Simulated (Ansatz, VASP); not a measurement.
# MgO: VASP beside Ansatz

```
Mg O
1.0
     0.00000   -2.13515   -2.13515
     0.00000    2.13515   -2.13515
     4.27030    0.00000    0.00000
Mg O
2 2
Direct
  0.50000 0.50000 0.49958
  0.00000 0.00000 0.00042
  0.50000 0.50000 0.99649
  0.00000 0.00000 0.50351
```

Change from the starting cell: mode 12 (519.3 1/cm) frozen in, largest displacement +0.015 Å.

Alike in both runs: task single point; functional PBE; k mesh 8 × 8 × 6; occupations gaussian, width 0.05 eV; no spin polarisation.

|  | VASP | Ansatz |
| --- | --- | --- |
| version | VASP 6.6.1 | Ansatz 0.2.0 |
| potentials or method | VASP PAW PBE potentials, release 64 (Mg, O), cutoff 520 eV | scalar-relativistic, plane waves, PAW |
| valence electrons in the cell | 16 | 32 |

Ansatz gave:

| Property | Result |
| --- | --- |
| gap on the k mesh at the Fermi level (eV) | 4.35 |
| least direct gap on the mesh (eV) | 4.35 |
| pressure (GPa) | -1.7 |
| rms of the force components (eV/Å) | 0.099 |

Task: Estimate VASP's values.

Result: gap on the k mesh at the Fermi level (eV): 4.33; least direct gap on the mesh (eV): 4.33; pressure (GPa): -2.4; rms of the force components (eV/Å): 0.100.

Atom by atom the forces differ by 0.001 eV/Å (rms over components). VASP's potentials hold 16 valence electrons a cell and Ansatz's 32, so a difference there can come from the potentials and not from the codes.
